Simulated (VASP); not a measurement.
# Nb in VASP: further runs

Runs on Nb. Level: PBE. Tasks: single point, relaxation of cell and atoms.

Program: VASP 6.6.1. These are calculated values, not measurements. Logs are shortened: lines on timing, memory, paths and dates and some standing lists are left out, and cuts for length are marked.

## Step 1: The cell of the first run

The typed cell holds 4 atoms: a = 4.203 Å, b = 4.203 Å, c = 4.203 Å, α = 90.00°, β = 90.00°, γ = 90.00°.

## Step 2: Single point, PBE

The input, INCAR:

```
SYSTEM = Nb
PREC = Accurate
ENCUT = 520
EDIFF = 1E-7
ISMEAR = 0
SIGMA = 0.1
LREAL = .False.
LASPH = .True.
NELM = 60
ALGO = Normal
ISIF = 2
LWAVE = .False.
LCHARG = .True.
GGA = PE
LELF = .True.
LVHAR = .True.
NBANDS = 34
```

The input, KPOINTS:

```
regular mesh
0
Gamma
  4 4 4
  0 0 0
```

The input, POSCAR:

```
Nb
1.0
    4.2028294169      0.0000000000      0.0000000000
    0.0000000000      4.2028294169      0.0000000000
    0.0000000000      0.0000000000      4.2028294169
Nb
4
Direct
    0.0000355826      0.0000355826      0.0000355826
    0.4999644174      0.9999644174      0.5000355826
    0.5000355826      0.4999644174      0.9999644174
    0.9999644174      0.5000355826      0.4999644174
```

Potentials or basis: VASP PAW PBE potentials, release 64 (Nb_sv).

On the command line:

```sh
> cat potpaw_PBE.64/Nb_sv/POTCAR > POTCAR
> mpirun -np 1 vasp_std > vasp.out
```

OUTCAR:

```text
SYSTEM = Nb
   PREC = Accurate
   ENCUT = 520
   EDIFF = 1E-7
   ISMEAR = 0
   LREAL = .False.
   LASPH = .True.
   NELM = 60
   ISIF = 2
   GGA = PE

 ion  position               nearest neighbor table
   1  0.000  0.000  0.000-   2 2.97   3 2.97   4 2.97   2 2.97   4 2.97   3 2.97   4 2.97   2 2.97
                             4 2.97   2 2.97   3 2.97   3 2.97
   2  0.500  1.000  0.500-   1 2.97   3 2.97   4 2.97   1 2.97   3 2.97   4 2.97   3 2.97   1 2.97
                             3 2.97   1 2.97   4 2.97   4 2.97
   3  0.500  0.500  1.000-   1 2.97   2 2.97   4 2.97   4 2.97   2 2.97   1 2.97   2 2.97   2 2.97
                             4 2.97   4 2.97   1 2.97   1 2.97
   4  1.000  0.500  0.500-   1 2.97   2 2.97   3 2.97   3 2.97   1 2.97   2 2.97   3 2.97   1 2.97
                             3 2.97   1 2.97   2 2.97   2 2.97

  LATTYP: Found a simple cubic cell.
 ALAT       =     4.2028294169

  Lattice vectors:

 A1 = (   4.2028294169,   0.0000000000,   0.0000000000)
 A2 = (   0.0000000000,   4.2028294169,   0.0000000000)
 A3 = (   0.0000000000,   0.0000000000,   4.2028294169)

Analysis of symmetry for initial positions (statically):
=====================================================================
 Subroutine PRICEL returns:
 Original cell was already a primitive cell.

 Routine SETGRP: Setting up the symmetry group for a
 simple cubic supercell.

 Subroutine GETGRP returns: Found 12 space group operations
 (whereof  3 operations were pure point group operations)
 out of a pool of 48 trial point group operations.

The static configuration has the point symmetry C_3 .
 The point group associated with its full space group is T   .

Analysis of symmetry for dynamics (positions and initial velocities):
=====================================================================
 Subroutine PRICEL returns:
 Original cell was already a primitive cell.

 Routine SETGRP: Setting up the symmetry group for a
 simple cubic supercell.

 Subroutine GETGRP returns: Found 12 space group operations
 (whereof  3 operations were pure point group operations)
 out of a pool of 48 trial point group operations.

The dynamic configuration has the point symmetry C_3 .
 The point group associated with its full space group is T   .

 Subroutine INISYM returns: Found 12 space group operations
 (whereof  3 operations are pure point group operations),
 and found     1 'primitive' translations

----------------------------------------------------------------------------------------

                                     Primitive cell

  volume of cell :      74.2378

  direct lattice vectors                    reciprocal lattice vectors
     4.202829417  0.000000000  0.000000000     0.237934948  0.000000000  0.000000000
     0.000000000  4.202829417  0.000000000     0.000000000  0.237934948  0.000000000
     0.000000000  0.000000000  4.202829417     0.000000000  0.000000000  0.237934948

  length of vectors
     4.202829417  4.202829417  4.202829417     0.237934948  0.237934948  0.237934948

  position of ions in fractional coordinates (direct lattice)
     0.000035583  0.000035583  0.000035583
     0.499964417  0.999964417  0.500035583
     0.500035583  0.499964417  0.999964417
     0.999964417  0.500035583  0.499964417

  ion indices of the primitive-cell ions
   primitive index   ion index
                 1           1
                 2           2
                 3           3
                 4           4

----------------------------------------------------------------------------------------

 KPOINTS: regular mesh

Automatic generation of k-mesh.
 Grid dimensions read from file:
 generate k-points for:    4    4    4

 Generating k-lattice:

  Cartesian coordinates                     Fractional coordinates (reciprocal lattice)
     0.059483737  0.000000000  0.000000000     0.250000000  0.000000000  0.000000000
     0.000000000  0.059483737  0.000000000     0.000000000  0.250000000  0.000000000
     0.000000000  0.000000000  0.059483737     0.000000000  0.000000000  0.250000000

  Length of vectors
     0.059483737  0.059483737  0.059483737

  Shift w.r.t. Gamma in fractional coordinates (k-lattice)
     0.000000000  0.000000000  0.000000000

 Subroutine IBZKPT returns following result:
 ===========================================

 Found     11 irreducible k-points:

 Following reciprocal coordinates:
            Coordinates               Weight
  0.000000  0.000000  0.000000      1.000000
  0.250000  0.000000  0.000000      6.000000
  0.500000  0.000000  0.000000      3.000000
  0.250000  0.250000  0.000000     12.000000
  0.500000  0.250000  0.000000      6.000000
 -0.250000  0.500000  0.000000      6.000000
  0.500000  0.500000  0.000000      3.000000
  0.250000  0.250000  0.250000      8.000000
  0.500000  0.250000  0.250000     12.000000
  0.500000  0.500000  0.250000      6.000000
  0.500000  0.500000  0.500000      1.000000
   k-points           NKPTS =     11   k-points in BZ     NKDIM =     11   number of bands    NBANDS=     34
   number of dos      NEDOS =    301   number of ions     NIONS =      4
   total plane-waves  NPLWV =  32768
   dimension x,y,z NGX =    32 NGY =   32 NGZ =   32
   dimension x,y,z NGXF=    64 NGYF=   64 NGZF=   64
   ions per type =               4
   NGX,Y,Z   is equivalent  to a cutoff of  12.66, 12.66, 12.66 a.u.
   NGXF,Y,Z  is equivalent  to a cutoff of  25.32, 25.32, 25.32 a.u.
 SYSTEM =  Nb
   PREC   = accura    normal or accurate (medium, high low for compatibility)
   ISTART =      0    job   : 0-new  1-cont  2-samecut
   ICHARG =      2    charge: 1-file 2-atom 10-const
   ISPIN  =      1    spin polarized calculation?
   LNONCOLLINEAR =      F non collinear calculations
   LSORBIT =      F    spin-orbit coupling
   LASPH  =      T    aspherical Exc in radial PAW
   ENCUT  =  520.0 eV  38.22 Ry    6.18 a.u.   7.81  7.81  7.81*2*pi/ulx,y,z
   NELM   =     60;   NELMIN=  2; NELMDL= -5     # of ELM steps
   EDIFF  = 0.1E-06   stopping-criterion for ELM
   LREAL  =      F    real-space projection
   EDIFFG = 0.1E-05   stopping-criterion for IOM
   NSW    =      0    number of steps for IOM
   IBRION =     -1    ionic relax: 0-MD 1-quasi-New 2-CG
   NFREE  =      0    steps in history (QN), initial steepest desc. (CG)
   ISIF   =      2    stress and relaxation
   ISYM   =      2    0-nonsym 1-usesym 2-fastsym
   POTIM  = 0.5000    time-step for ionic-motion
   TEBEG  =    0.0;   TEEND  =   0.0 temperature during run
   PSTRESS=    0.0 pullay stress
   NELECT =      52.0000    total number of electrons
   NUPDOWN=      -1.0000    fix difference up-down
   EMIN   =  10.00;   EMAX   =-10.00  energy-range for DOS
   EFERMI =   0.00;   METHOD = LEGACY
   ISMEAR =     0;   SIGMA  =   0.10  broadening in eV -4-tet -1-fermi 0-gaus
   EFERMI_NEDOS =   21; number of points for ismear=-14 and -15
   IALGO  =     38    algorithm
   IMIX   =      4    mixing-type and parameters
     AMIX     =   0.40;   BMIX     =  1.00
     AMIX_MAG =   1.60;   BMIX_MAG =  1.00
  volume/ion in A,a.u.               =      18.56       125.25
  Fermi-wavevector in a.u.,A,eV,Ry     =   1.453899  2.747470 28.760291  2.113822
  Thomas-Fermi vector in A             =   2.571112
   LORBIT       =      0    0 simple, 1 ext, 2 COOP (PROOUT), +10 PAW based schemes
   GGA     = PE    functional components
   LHFCALC =     F    Hartree Fock is set to
   AEXX    =    0.0000 exact exchange contribution
   IVDW    =     0    specifies the selected vdW correction
   LEPSILON=     F    determine dielectric tensor
   LRPA    =     F    only Hartree local field effects (RPA)
 non-spin polarized calculation
 Gauss-broadening in eV      SIGMA  =   0.10
  energy-cutoff  :      520.00
  volume of cell :       74.24
 maximum number of plane-waves:      2016
   NGX = 15   NGY = 15   NGZ = 15

 number of electron      52.0000011 magnetization

 Free energy of the ion-electron system (eV)
  ---------------------------------------------------
  ext. energy  EPLUGINS =         0.00000000
  ---------------------------------------------------
  free energy    TOTEN  =       -39.49520381 eV

  energy without entropy =      -39.46067692  energy(sigma->0) =      -39.47794036

 E-fermi :  11.1273     XC(G=0): -12.3435

 val. band max:       11.1136350019   @ k =   0.2500   0.2500   0.2500
 cond. band min:      11.2375888005   @ k =   0.0000   0.0000   0.0000
 fundamental gap:      0.1239537986
 Fermi energy:        11.1273099384

 k-point     1 :       0.0000    0.0000    0.0000
  band No.  band energies     occupation
      1     -43.6139      2.00000
      2     -43.3447      2.00000
      3     -43.3447      2.00000
      4     -43.3447      2.00000
      5     -20.1355      2.00000
      6     -20.1355      2.00000
[... 26 lines left out ...]
     33      15.8680      0.00000
     34      16.0800      0.00000

 k-point     2 :       0.2500    0.0000    0.0000
  band No.  band energies     occupation
      1     -43.5750      2.00000
      2     -43.3847      2.00000
      3     -43.3444      2.00000
      4     -43.3444      2.00000
      5     -20.0359      2.00000
      6     -20.0359      2.00000
[... 26 lines left out ...]
     33      14.5244      0.00000
     34      15.0543      0.00000

 k-point     3 :       0.5000    0.0000    0.0000
  band No.  band energies     occupation
      1     -43.4804      2.00000
      2     -43.4804      2.00000
      3     -43.3441      2.00000
      4     -43.3441      2.00000
      5     -19.7889      2.00000
      6     -19.7889      2.00000
[... 26 lines left out ...]
     33      13.0580      0.00000
     34      13.0581      0.00000
[... 223 lines left out ...]
 k-point    10 :       0.5000    0.5000    0.2500
  band No.  band energies     occupation
      1     -43.4114      2.00000
      2     -43.4114      2.00000
      3     -43.4113      2.00000
      4     -43.4113      2.00000
      5     -20.0874      2.00000
      6     -20.0874      2.00000
[... 26 lines left out ...]
     33      14.9292      0.00000
     34      14.9295      0.00000

 k-point    11 :       0.5000    0.5000    0.5000
  band No.  band energies     occupation
      1     -43.4109      2.00000
      2     -43.4109      2.00000
      3     -43.4109      2.00000
      4     -43.4109      2.00000
      5     -20.2186      2.00000
      6     -20.2186      2.00000
[... 26 lines left out ...]
     33      15.8734      0.00000
     34      15.8734      0.00000

------------------------ aborting loop because EDIFF is reached ----------------------------------------

  FORCE on cell =-STRESS in cart. coord.  units (eV):
  Direction    XX          YY          ZZ          XY          YZ          ZX
  --------------------------------------------------------------------------------------
  -------------------------------------------------------------------------------------
  Total       -0.1360880     -0.1360880     -0.1360880     -0.0000000      0.0000000      0.0000000
  in kB       -2.9370083     -2.9370083     -2.9370083     -0.0000000      0.0000000      0.0000000
  external PRESSURE =      -2.9370083 kB  Pullay stress =       0.0000000 kB

 VOLUME and BASIS-vectors are now :
 -----------------------------------------------------------------------------
  energy-cutoff  :      520.00
  volume of cell :       74.24
      direct lattice vectors                 reciprocal lattice vectors
     4.202829417  0.000000000  0.000000000     0.237934948  0.000000000  0.000000000
     0.000000000  4.202829417  0.000000000     0.000000000  0.237934948  0.000000000
     0.000000000  0.000000000  4.202829417     0.000000000  0.000000000  0.237934948

 POSITION                                       TOTAL-FORCE (eV/Angst)
 -----------------------------------------------------------------------------------
      0.00015      0.00015      0.00015        -0.001058     -0.001058     -0.001058
      2.10127      4.20268      2.10156         0.001058      0.001058     -0.001058
      2.10156      2.10127      4.20268        -0.001058      0.001058      0.001058
      4.20268      2.10156      2.10127         0.001058     -0.001058      0.001058
 -----------------------------------------------------------------------------------
    total drift:                                0.000000      0.000000      0.000000

  FREE ENERGIE OF THE ION-ELECTRON SYSTEM (eV)
  ---------------------------------------------------
  free  energy   TOTEN  =       -39.4952038061 eV

  energy  without entropy=      -39.4606769180  energy(sigma->0) =      -39.47794036
```

Run time: 13 s. Hardware: 1 thread of Intel Xeon 6975P-C (Granite Rapids), shared host; peak memory 0.17 GiB.

What came out:

| Item | Value |
| --- | --- |
| Free energy | -39.4952 eV |
| Pressure | -0.3 GPa |
| Band gap on the k mesh | zero (band 26 reaches 11.71 eV, above the bottom of band 27 at 10.12 eV) |

Caveat: the k points lie up to 0.37 Å⁻¹ apart.

## Step 3: Single point, PBE

This run uses another cell than the first one: it holds 1 atom, not 4.

The input, INCAR:

```
PREC = Accurate
ENCUT = 520
EDIFF = 1E-6
ISMEAR = 0
SIGMA = 0.1
LREAL = False
LASPH = True
NELM = 80
ALGO = Normal
ISIF = 2
LWAVE = False
LCHARG = False
GGA = PE
NBANDS = 12
```

The input, KPOINTS:

```
regular mesh
0
Gamma
  22 22 22
```

The input, POSCAR:

```
Nb
1.0
    0.0000000000      2.1092467385      2.1092467385
    2.1092467385      0.0000000000      2.1092467385
    2.1092467385      2.1092467385      0.0000000000
Nb
1
Direct
    0.0000000000      0.0000000000      0.0000000000
```

Potentials or basis: VASP PAW PBE potentials, release 64 (Nb_sv).

On the command line:

```sh
> cat potpaw_PBE.64/Nb_sv/POTCAR > POTCAR
> mpirun -np 1 vasp_std > vasp.out
```

Wall time 21 s (1 thread of Intel Xeon 6975P-C (Granite Rapids), shared host); peak memory 0.19 GiB.

It converged, with:

```
Free energy : -9.8972 eV
Pressure    : -0.3 GPa
```

Levels at points of the mesh, in eV from the Fermi level:
```csv
k point,band 4,band 5,band 6,band 7,band 8,band 9
"(0.00, 0.00, 0.00)",-30.18,-6.23,0.10,0.10,0.10,2.70
"(0.50, 0.00, 0.00)",-30.34,-3.83,-0.08,-0.08,1.37,4.66
"(0.50, 0.50, 0.00)",-30.61,-4.05,-3.32,3.58,4.64,5.21
```

## Step 4: Relaxation of cell and atoms, PBE

This run uses another cell than the first one: it holds 1 atom, not 4.

The input, INCAR:

```
SYSTEM = Nb
PREC = Accurate ; ENCUT = 600
EDIFF = 1E-6 ; ISMEAR = 0
SIGMA = 0.1 ; LREAL = .False.
LASPH = .True. ; NELM = 100
ALGO = Normal ; ISIF = 3
LWAVE = .False. ; LCHARG = .False.
GGA = PE ; IBRION = 2
NSW = 100 ; EDIFFG = -0.01
```

The input, KPOINTS:

```
regular mesh
0
Gamma
  22 22 22
  0 0 0
```

The input, POSCAR:

```
Nb
1.0
    0.0000000000      2.1014147085      2.1014147085
    2.1014147085      0.0000000000      2.1014147085
    2.1014147085      2.1014147085      0.0000000000
Nb
1
Direct
    0.0000000000      0.0000000000      0.0000000000
```

Potentials or basis: VASP PAW PBE potentials, release 64 (Nb_sv).

On the command line:

```sh
> cat potpaw_PBE.64/Nb_sv/POTCAR > POTCAR
> mpirun -np 1 vasp_std > vasp.out
```

OUTCAR:

```text
SYSTEM = Nb
   PREC = Accurate
   ENCUT = 600
   EDIFF = 1E-6
   ISMEAR = 0
   LREAL = .False.
   LASPH = .True.
   NELM = 100
   ISIF = 3
   GGA = PE
   IBRION = 2
   NSW = 100
   EDIFFG = -0.01

 ion  position               nearest neighbor table
   1  0.000  0.000  0.000-

  LATTYP: Found a face centered cubic cell.
 ALAT       =     4.2028294170

  Lattice vectors:

 A1 = (   0.0000000000,   2.1014147085,   2.1014147085)
 A2 = (   2.1014147085,   0.0000000000,   2.1014147085)
 A3 = (   2.1014147085,   2.1014147085,   0.0000000000)

Analysis of symmetry for initial positions (statically):
=====================================================================
 Subroutine PRICEL returns:
 Original cell was already a primitive cell.

 Routine SETGRP: Setting up the symmetry group for a
 face centered cubic supercell.

 Subroutine GETGRP returns: Found 48 space group operations
 (whereof 48 operations were pure point group operations)
 out of a pool of 48 trial point group operations.

The static configuration has the point symmetry O_h .

Analysis of symmetry for dynamics (positions and initial velocities):
=====================================================================
 Subroutine PRICEL returns:
 Original cell was already a primitive cell.

[... 222 lines left out ...]
--------------------------------------- Ionic step        3  -------------------------------------------

 number of electron      13.0000001 magnetization

 Free energy of the ion-electron system (eV)
  ---------------------------------------------------
  ext. energy  EPLUGINS =         0.00000000
  ---------------------------------------------------
  free energy    TOTEN  =        -9.89701665 eV

  energy without entropy =       -9.88932342  energy(sigma->0) =       -9.89317004

 E-fermi :  10.9901     XC(G=0): -12.3017

 val. band max:       10.9858790695   @ k =   0.0455   0.0455   0.0000
 cond. band min:      10.9943327204   @ k =   0.4545   0.3182   0.0909
 fundamental gap:      0.0084536510
 Fermi energy:        10.9901443880

 k-point     1 :       0.0000    0.0000    0.0000
  band No.  band energies     occupation
      1     -43.8042      2.00000
      2     -19.1881      2.00000
      3     -19.1881      2.00000
      4     -19.1881      2.00000
      5       4.7597      2.00000
      6      11.0924      0.14830
      7      11.0924      0.14830
      8      11.0924      0.14830
      9      13.6920      0.00000
     10      13.6920      0.00000
[... 287 lines left out ...]
 k-point    24 :      -0.4545    0.0455    0.0000
  band No.  band energies     occupation
      1     -43.6096      2.00000
      2     -20.3645      2.00000
      3     -19.3622      2.00000
      4     -19.3431      2.00000
      5       7.2198      2.00000
      6      10.8204      1.98362
      7      10.9725      1.19662
      8      12.1705      0.00000
      9      15.5150      0.00000
     10      15.8559      0.00000

 [... further k-points ...]

------------------------ aborting loop because EDIFF is reached ----------------------------------------

  FORCE on cell =-STRESS in cart. coord.  units (eV):
  Direction    XX          YY          ZZ          XY          YZ          ZX
  --------------------------------------------------------------------------------------
  -------------------------------------------------------------------------------------
  Total       -0.0002982     -0.0002982     -0.0002982     -0.0000000      0.0000000      0.0000000
  in kB       -0.0255042     -0.0255042     -0.0255042     -0.0000000      0.0000000      0.0000000
  external PRESSURE =      -0.0255042 kB  Pullay stress =       0.0000000 kB
[... 16 lines left out ...]
  FREE ENERGIE OF THE ION-ELECTRON SYSTEM (eV)
  ---------------------------------------------------
  free  energy   TOTEN  =        -9.8970166530 eV

  energy  without entropy=       -9.8893234181  energy(sigma->0) =       -9.89317004

 reached required accuracy - stopping structural energy minimisation
```

Wall time 46 s (1 thread of Intel Xeon 6975P-C (Granite Rapids), shared host); peak memory 0.2 GiB.

What came out:

| Quantity | Value |
| --- | --- |
| Free energy | -9.8970 eV |
| Relaxed volume | 18.73 Å³/atom |
| Relaxed cell | a = 2.981 Å, b = 2.981 Å, c = 2.981 Å, α = 60.00°, β = 60.00°, γ = 60.00° |
| Space group after relaxing (to 0.05 Å) | Fm-3m (No. 225) |
| Energy gained by relaxing | 0.8 meV/atom |
| Ionic steps | 3 |
| Pressure after relaxing | 0.0 GPa |

The path:
| step | energy change (eV) | largest force (eV/Å) | pressure (GPa) | volume (Å³) |
| --- | --- | --- | --- | --- |
| 1 | 0.0000 | 0.0000 | 1.56 | 18.56 |
| 2 | 0.0019 | 0.0000 | -2.70 | 19.05 |
| 3 | -0.0008 | 0.0000 | 0.00 | 18.73 |

Final structure:
```yaml
crystal:
  lattice:
    - [0.00000, 2.10797, 2.10797]
    - [2.10797, 0.00000, 2.10797]
    - [2.10797, 2.10797, 0.00000]
  atoms:
    - { symbol: Nb, position: [0.00000, 0.00000, 0.00000] }
```

Levels at points of the mesh, in eV from the Fermi level:
```tsv
k point	band 4	band 5	band 6	band 7	band 8	band 9
(0.00, 0.00, 0.00)	-30.18	-6.23	0.10	0.10	0.10	2.70
(0.50, 0.00, 0.00)	-30.33	-3.84	-0.08	-0.08	1.37	4.67
(0.50, 0.50, 0.00)	-30.60	-4.06	-3.32	3.59	4.65	5.23
```

## Step 5: Summary

```csv
task,cell,k mesh,cutoff (eV),gap on the mesh (eV),pressure (GPa)
single point,"a = 4.203 Å, 4 atoms",4 × 4 × 4,520,none,-0.3
single point,"a = 2.983 Å, angles 60.0°, 1 atom",22 × 22 × 22,520,none,-0.3
relaxation of cell and atoms,"relaxed from a = 2.972 Å, angles 60.0°, 1 atom",22 × 22 × 22,600,none,0.0
```

Alike in all rows: level PBE; potentials or basis VASP PAW PBE potentials, release 64 (Nb_sv); no spin polarisation; smearing gaussian 0.1 eV.

Caveats: some runs use coarse meshes.

Absolute energies hang on the potentials; compare differences alone.
